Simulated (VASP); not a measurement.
# SnO2 (C2/m) in VASP: notebook

The runs below take SnO2 through single point, with PBE+D3(BJ).

All numbers are computed with VASP 6.6.1; they aren't measurements. Logs are shortened: lines on timing, memory, paths and dates and some standing lists are left out, and cuts for length are marked.

## 1. The cell of the first run

The structure is monoclinic, space group C2/m (No. 12). The conventional cell has a = 5.607 Å, b = 3.237 Å, c = 13.721 Å, α = 90.00°, β = 94.69°, γ = 90.00°. Within 2.8 Å of Sn (site symmetry 2/m) lie 6 O at 2.12 Å. Sn (site symmetry m) has 6 O at 2.12 Å within 2.8 Å. O (site symmetry m) has 3 Sn at 2.12 Å and 3 O at 2.72 Å within 2.8 Å. Within 2.8 Å of O (site symmetry m) lie 3 Sn at 2.12 Å and 3 O at 2.72 Å. Within 2.8 Å of O (site symmetry m) lie 3 Sn at 2.12 Å and 3 O at 2.72 Å.

## 2. Single point, PBE+D3(BJ)

INCAR

```
SYSTEM = SnO2
  PREC = Accurate
  ENCUT = 520
  EDIFF = 1E-6
  ISMEAR = 0
  SIGMA = 0.05
  LREAL = .False.
  LASPH = .True.
  NELM = 80
  ALGO = Normal
  ISIF = 2
  LWAVE = .False.
  LCHARG = .False.
  GGA = PE
  IVDW = 12
  NBANDS = 49
```

KPOINTS

```
Automatic mesh
0
Gamma
  9 9 2
  0 0 0
```

POSCAR

```
SnO2
1.0
   -3.2372529198      0.0000000000      0.0000000000
   -1.6186264599     -2.8035432670      0.0000000000
   -0.9711758759     -0.5607086535     13.6754773976
Sn O
3 6
Direct
    0.5725196922      0.5725196922      0.4707348724
    0.9686197674     -0.0313802326      0.1569011630
    0.1764196170      0.1764196170      0.7845685818
    0.6207998666      0.6207998666      0.2293340005
    0.8285997161     -0.1714002839      0.8570014193
    0.2246997913      0.2246997913      0.5431677099
    0.5242395178      0.5242395178      0.7121357442
    0.9203395930     -0.0796604070      0.3983020348
    0.3164396682      0.3164396682      0.0844683255
```

Potentials or basis: VASP PAW PBE potentials, release 64 (Sn_d, O).

Launch:

```sh
$ cat potpaw_PBE.64/Sn_d/POTCAR potpaw_PBE.64/O/POTCAR > POTCAR
$ mpirun -np 1 vasp_std > vasp.out
```

OUTCAR:

```text
SYSTEM = SnO2
   PREC = Accurate
   ENCUT = 520
   EDIFF = 1E-6
   ISMEAR = 0
   LREAL = .False.
   LASPH = .True.
   NELM = 80
   ISIF = 2
   GGA = PE
   IVDW = 12
 IVDW          = 12

 ion  position               nearest neighbor table
   1  0.573  0.573  0.471-   6 2.12   6 2.12   6 2.12   8 2.12   8 2.12   8 2.12
   2  0.969  0.969  0.157-   4 2.12   9 2.12   4 2.12   9 2.12   9 2.12   4 2.12
   3  0.176  0.176  0.785-   5 2.12   5 2.12   5 2.12   7 2.12   7 2.12   7 2.12
   4  0.621  0.621  0.229-   2 2.12   2 2.12   2 2.12
   5  0.829  0.829  0.857-   3 2.12   3 2.12   3 2.12
   6  0.225  0.225  0.543-   1 2.12   1 2.12   1 2.12
   7  0.524  0.524  0.712-   3 2.12   3 2.12   3 2.12
   8  0.920  0.920  0.398-   1 2.12   1 2.12   1 2.12
   9  0.316  0.316  0.084-   2 2.12   2 2.12   2 2.12

  LATTYP: Found a base centered monoclinic cell.
 ALAT       =     5.6070865340
 B/A-ratio  =     0.5773502692
 C/A-ratio  =     2.4471496101
 COS(beta)  =    -0.0817277371

  Lattice vectors:

 A1 = (   3.2372529198,   0.0000000000,   0.0000000000)
 A2 = (   1.6186264599,   2.8035432670,   0.0000000000)
 A3 = (  -0.9711758759,  -0.5607086535,  13.6754773976)

Analysis of symmetry for initial positions (statically):
=====================================================================
 Subroutine PRICEL returns:
 Original cell was already a primitive cell.

 Routine SETGRP: Setting up the symmetry group for a
 base centered monoclinic supercell.

 Subroutine GETGRP returns: Found  4 space group operations
 (whereof  2 operations were pure point group operations)
 out of a pool of  4 trial point group operations.

The static configuration has the point symmetry C_1h.
 The point group associated with its full space group is C_2h.

Analysis of symmetry for dynamics (positions and initial velocities):
=====================================================================
 Subroutine PRICEL returns:
 Original cell was already a primitive cell.

 Routine SETGRP: Setting up the symmetry group for a
 base centered monoclinic supercell.

 Subroutine GETGRP returns: Found  4 space group operations
 (whereof  2 operations were pure point group operations)
 out of a pool of  4 trial point group operations.

The dynamic configuration has the point symmetry C_1h.
 The point group associated with its full space group is C_2h.

 Subroutine INISYM returns: Found  4 space group operations
 (whereof  2 operations are pure point group operations),
[... 116 lines left out ...]
   ISIF   =      2    stress and relaxation
   ISYM   =      2    0-nonsym 1-usesym 2-fastsym
   POTIM  = 0.5000    time-step for ionic-motion
   TEBEG  =    0.0;   TEEND  =   0.0 temperature during run
   PSTRESS=    0.0 pullay stress
   NELECT =      78.0000    total number of electrons
   NUPDOWN=      -1.0000    fix difference up-down
   EMIN   =  10.00;   EMAX   =-10.00  energy-range for DOS
   EFERMI =   0.00;   METHOD = LEGACY
   ISMEAR =     0;   SIGMA  =   0.05  broadening in eV -4-tet -1-fermi 0-gaus
   EFERMI_NEDOS =   21; number of points for ismear=-14 and -15
   IALGO  =     38    algorithm
   IMIX   =      4    mixing-type and parameters
     AMIX     =   0.40;   BMIX     =  1.00
     AMIX_MAG =   1.60;   BMIX_MAG =  1.00
  volume/ion in A,a.u.               =      13.79        93.06
  Fermi-wavevector in a.u.,A,eV,Ry     =   1.402268  2.649902 26.753876  1.966354
  Thomas-Fermi vector in A             =   2.525046
   LORBIT       =      0    0 simple, 1 ext, 2 COOP (PROOUT), +10 PAW based schemes
   GGA     = PE    functional components
   LHFCALC =     F    Hartree Fock is set to
   AEXX    =    0.0000 exact exchange contribution
   IVDW    =    12    specifies the selected vdW correction
   LEPSILON=     F    determine dielectric tensor
   LRPA    =     F    only Hartree local field effects (RPA)
 non-spin polarized calculation
 Gauss-broadening in eV      SIGMA  =   0.05
  energy-cutoff  :      520.00
  volume of cell :      124.12
 maximum number of plane-waves:      3384
   NGX = 13   NGY = 13   NGZ = 51

 number of electron      78.0000006 magnetization

 Free energy of the ion-electron system (eV)
  ---------------------------------------------------
  ext. energy  EPLUGINS =         0.00000000
  ---------------------------------------------------
  free energy    TOTEN  =       -54.51189608 eV

  energy without entropy =      -54.51189608  energy(sigma->0) =      -54.51189608

 E-fermi :   4.2224     XC(G=0): -10.2909

 val. band max:        4.0043014007   @ k =   0.2222   0.1111   0.0000
 cond. band min:       5.7716563587   @ k =   0.0000   0.0000   0.0000
 fundamental gap:      1.7673549580
 Fermi energy:         4.2223784976

 k-point     1 :       0.0000    0.0000    0.0000
  band No.  band energies     occupation
      1     -16.1429      2.00000
      2     -16.1354      2.00000
      3     -16.1353      2.00000
      4     -15.8959      2.00000
      5     -15.8959      2.00000
      6     -15.8874      2.00000
[... 1237 lines left out ...]
     48      14.7053      0.00000
     49      15.2520      0.00000

 [... further k-points ...]

------------------------ aborting loop because EDIFF is reached ----------------------------------------

 Edisp (eV)   -1.69717

 E8    (eV) :    -0.6723

  FORCE on cell =-STRESS in cart. coord.  units (eV):
  Direction    XX          YY          ZZ          XY          YZ          ZX
  --------------------------------------------------------------------------------------
  -------------------------------------------------------------------------------------
  Total       0.19760     0.26014     0.14363    -0.05416     0.02582     0.04472
  in kB       2.55083     3.35812     1.85409    -0.69913     0.33332     0.57733
  external pressure =        2.59 kB  Pullay stress =        0.00 kB

 VOLUME and BASIS-vectors are now :
 -----------------------------------------------------------------------------
  energy-cutoff  :      520.00
  volume of cell :      124.12
      direct lattice vectors                 reciprocal lattice vectors
    -3.237252920  0.000000000  0.000000000    -0.308903884  0.178345741 -0.014624718
    -1.618626460 -2.803543267  0.000000000     0.000000000 -0.356691481 -0.014624718
    -0.971175876 -0.560708653 13.675477398     0.000000000  0.000000000  0.073123590

 POSITION                                       TOTAL-FORCE (eV/Angst)
 -----------------------------------------------------------------------------------
     -3.23725     -1.86903      6.43752         0.000000     -0.000000      0.000000
     -4.85588     -2.80354      2.14570         0.007746      0.004472      0.099689
     -1.61863     -0.93451     10.72935        -0.007746     -0.004472     -0.099689
     -3.23725     -1.86903      3.13625         0.001103      0.000637      0.062164
     -4.85588     -2.80354     11.71990         0.001298      0.000749      0.256236
     -1.61863     -0.93451      7.42808        -0.000299     -0.000173      0.055340
     -3.23725     -1.86903      9.73880        -0.001103     -0.000637     -0.062164
     -4.85588     -2.80354      5.44697         0.000299      0.000173     -0.055340
     -1.61863     -0.93451      1.15514        -0.001298     -0.000749     -0.256236
 -----------------------------------------------------------------------------------
    total drift:                                0.000024      0.000014     -0.000121

  FREE ENERGIE OF THE ION-ELECTRON SYSTEM (eV)
  ---------------------------------------------------
  free  energy   TOTEN  =       -56.2090661454 eV

  energy  without entropy=      -56.2090661454  energy(sigma->0) =      -56.20906615
```

OSZICAR:

```text
N       E                     dE             d eps       ncg     rms          rms(c)
DAV:   1     0.109923256264E+04    0.10992E+04   -0.37683E+04  5566   0.242E+03
DAV:   2     0.148720503661E+03   -0.95051E+03   -0.90026E+03  5204   0.716E+02
DAV:   3    -0.487891213512E+02   -0.19751E+03   -0.19209E+03  5458   0.250E+02
DAV:   4    -0.630105343116E+02   -0.14221E+02   -0.14066E+02  5904   0.746E+01
DAV:   5    -0.634279724782E+02   -0.41744E+00   -0.41671E+00  5780   0.133E+01    0.185E+01
DAV:   6    -0.543675982481E+02    0.90604E+01   -0.30907E+01  7823   0.688E+01    0.706E+00
DAV:   7    -0.545684934353E+02   -0.20090E+00   -0.36251E+00  5480   0.903E+00    0.399E+00
DAV:   8    -0.545252987780E+02    0.43195E-01   -0.38179E-01  7446   0.480E+00    0.111E+00
DAV:   9    -0.545096648780E+02    0.15634E-01   -0.89738E-02  7783   0.348E+00    0.173E-01
DAV:  10    -0.545115644428E+02   -0.18996E-02   -0.11434E-02  6142   0.968E-01    0.876E-02
DAV:  11    -0.545118631413E+02   -0.29870E-03   -0.10152E-03  6896   0.284E-01    0.243E-02
DAV:  12    -0.545118975869E+02   -0.34446E-04   -0.12061E-04  6871   0.671E-02    0.215E-02
DAV:  13    -0.545118967813E+02    0.80562E-06   -0.18632E-05  6344   0.417E-02    0.691E-03
DAV:  14    -0.545118960783E+02    0.70299E-06   -0.44815E-06  5280   0.163E-02
   1 F= -.56209066E+02 E0= -.56209066E+02  d E =-.488230E-11
```

Wall time 3.1 min (1 thread of Intel Xeon 6975P-C (Granite Rapids), shared host); peak memory 0.38 GiB.

Results:

- Free energy: -56.2091 eV
- Pressure: 0.3 GPa
- Largest force: 0.256 eV/Å
- Band gap on the k mesh: 1.77 eV, indirect (least direct gap 1.84 eV)
- Dispersion energy per atom: -0.189 eV

Forces on the atoms (eV/Å):
```
Sn   0.000  0.000  0.000
Sn   0.008  0.004  0.100
Sn  -0.008 -0.004 -0.100
O    0.001  0.001  0.062
O    0.001  0.001  0.256
O    0.000  0.000  0.055
O   -0.001 -0.001 -0.062
O    0.000  0.000 -0.055
O   -0.001 -0.001 -0.256
```

Caveat: spin-orbit coupling is left out, which moves the levels of the heavy elements. A k mesh can miss the band edges.

## 3. Single point, PBE+D3(BJ)

This run uses another cell than the first one, of 14.50 Å³/atom, 1.051 times its volume.

INCAR

```
PREC     = Accurate       # precision mode
ENCUT    = 520            # plane-wave cutoff, eV
EDIFF    = 1E-7           # SCF threshold, eV
ISMEAR   = 0              # smearing method
SIGMA    = 0.05           # smearing width, eV
LREAL    = F              # projectors in reciprocal space
LASPH    = T              # aspherical terms in the spheres
NELM     = 60             # most SCF steps
ALGO     = Normal         # electronic algorithm
ISIF     = 2              # what is computed and relaxed
LWAVE    = F              # write WAVECAR
LCHARG   = F              # write CHGCAR
GGA      = PE             # functional
IVDW     = 12             # dispersion correction
NBANDS   = 49             # bands
```

KPOINTS

```
regular mesh
0
Gamma
  9 9 2
```

POSCAR

```
SnO2
1.0
   -3.2372529198      0.0000000000      0.0000000000
   -1.6186264599     -2.8035432670      0.0000000000
   -3.8847035037     -2.2428346137     14.3754773976
Sn O
3 6
Direct
    0.3084163531      0.3084163531      0.4478128920
    0.8805911902     -0.1194088098      0.1492610123
   -0.2637584841     -0.2637584841      0.7463647718
    0.4921332245      0.4921332245      0.2181668027
    0.3477835503     -0.6522164497      0.8152705622
   -0.0800416126     -0.0800416126      0.5167186824
    0.1246994816      0.1246994816      0.6774589813
    0.6968743187     -0.3031256813      0.3789071016
    0.2690491558      0.2690491558      0.0803552219
```

Potentials or basis: VASP PAW PBE potentials, release 64 (Sn_d, O).

Launch:

```sh
$ cat potpaw_PBE.64/Sn_d/POTCAR potpaw_PBE.64/O/POTCAR > POTCAR
$ mpirun -np 1 vasp_std > vasp.out
```

Run time: 5.5 min. Hardware: 1 thread of Intel Xeon Platinum 8259CL at 2.50GHz (Skylake/Cascade Lake), shared host; peak memory 0.39 GiB.

Results (log left out):

- Free energy: -56.1468 eV
- Pressure: 0.3 GPa
- Largest force: 0.258 eV/Å
- Band gap on the k mesh: 1.86 eV, indirect (least direct gap 1.99 eV)
- Dispersion energy per atom: -0.182 eV

Forces in eV/Å, atoms in the order of the input:
```
Sn   0.000  0.000  0.000
Sn  -0.001  0.000  0.120
Sn   0.001  0.000 -0.120
O    0.000  0.000  0.066
O    0.004  0.002  0.258
O    0.000  0.000  0.055
O    0.000  0.000 -0.066
O    0.000  0.000 -0.055
O   -0.004 -0.002 -0.258
```

Levels at points of the mesh, in eV from the valence-band top:
| k point | band 35 | band 36 | band 37 | band 38 | band 39 | band 40 | band 41 | band 42 | band 43 | band 44 |
| --- | --- | --- | --- | --- | --- | --- | --- | --- | --- | --- |
| (0.00, 0.00, 0.00) | -0.99 | -0.96 | -0.96 | -0.94 | -0.13 | 1.86 | 2.72 | 3.25 | 5.63 | 5.63 |
| (0.00, 0.00, 0.50) | -0.99 | -0.96 | -0.96 | -0.78 | -0.26 | 2.02 | 2.49 | 3.35 | 5.57 | 5.73 |

Caveat: spin-orbit coupling is left out, which moves the levels of the heavy elements.

(Continued in part 2 of 2.)
